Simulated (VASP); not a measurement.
AlN:

```
Al N
1.0
     0.00000    1.95830    1.95830
     1.95830    0.00000    1.95830
     1.95830    1.95830    0.00000
Al N
1 1
Direct
  0.00000 0.00000 0.00000
  0.50000 0.50000 0.50000
```

This cell differs from its parent crystal: strain -3.0%.

Base run:

| Property | Result |
| --- | --- |
| Program | VASP 6.6.1 |
| Functional | HSE06 |
| Potentials or basis | VASP PAW PBE potentials, release 64 (Al, N) |
| Cutoff | 520 eV |
| k mesh | 8 × 8 × 8 |
| Occupations | gaussian, width 0.01 eV |
| Spin | no spin polarisation |

Its results: band gap on the k mesh 6.48 eV (least direct gap 8.77 eV); pressure 28.6 GPa.

The run is repeated on the same cell with these changes: functional from HSE06 to PBE; k mesh from 8 × 8 × 8 to 6 × 6 × 6. What comes out?

Band gap on the k mesh 5.12 eV (least direct gap 7.12 eV); pressure 36.3 GPa.

Several settings changed at once.

Caveats: some runs use coarse meshes; the structure was generated, so it needn't be the stable form of AlN; the cell stands under pressure (at least some runs); the PAW data sets were made with another functional, which shifts forces and pressure a little (at least some runs).

A k mesh can miss the band edges.
